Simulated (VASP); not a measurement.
Wanted: the native input for a VASP 6.6.1 run.

- Task: single point
- Functional: PBE
- Potentials or basis: VASP PAW PBE potentials, release 64 (K_sv, Br)
- Cutoff: 520 eV
- k mesh: 6 × 6 × 4
- Occupations: gaussian, width 0.01 eV
- Spin: no spin polarisation
- Dipole correction: no
- Further INCAR settings: ALGO = Normal; EDIFF = 1e-06; NBANDS = 24

The structure of KBr lies in POSCAR:

```
KBr
1.0
    4.6423867228      0.0000000000      0.0000000000
   -2.3211933614      4.0204248361      0.0000000000
    0.0000000000      0.0000000000      8.1076718919
K Br
2 2
Direct
    0.0000000000      0.0000000000      0.0000000000
    0.0000000000      0.0000000000      0.5000000000
    0.3333333333      0.6666666667      0.2500000000
    0.6666666667      0.3333333333      0.7500000000
```

One way to write it, as run:

INCAR

```
ALGO     = Normal         # electronic algorithm
EDIFF    = 1E-6           # SCF threshold, eV
ENCUT    = 520            # plane-wave cutoff, eV
GGA      = PE             # functional
ISIF     = 2              # what is computed and relaxed
ISMEAR   = 0              # smearing method
LASPH    = True           # aspherical terms in the spheres
LCHARG   = False          # write CHGCAR
LREAL    = False          # projectors in reciprocal space
LWAVE    = False          # write WAVECAR
NBANDS   = 24             # bands
NELM     = 100            # most SCF steps
PREC     = Accurate       # precision mode
SIGMA    = 0.01           # smearing width, eV
```

KPOINTS

```
k-points
0
Gamma
  6 6 4
```

Potentials or basis: VASP PAW PBE potentials, release 64 (K_sv, Br).

Command:

```bash
$ cat potpaw_PBE.64/K_sv/POTCAR potpaw_PBE.64/Br/POTCAR > POTCAR
$ mpirun -np 1 vasp_std > vasp.out
```

Results of the run:

```yaml
Pressure: 0.0 GPa
Band_gap_on_the_k_mesh: 4.24 eV
```

It took 36 s on 1 thread of Intel(R) Xeon(R) 6975P-C (Granite Rapids), with other jobs on the host, peak memory 0.29 GiB.
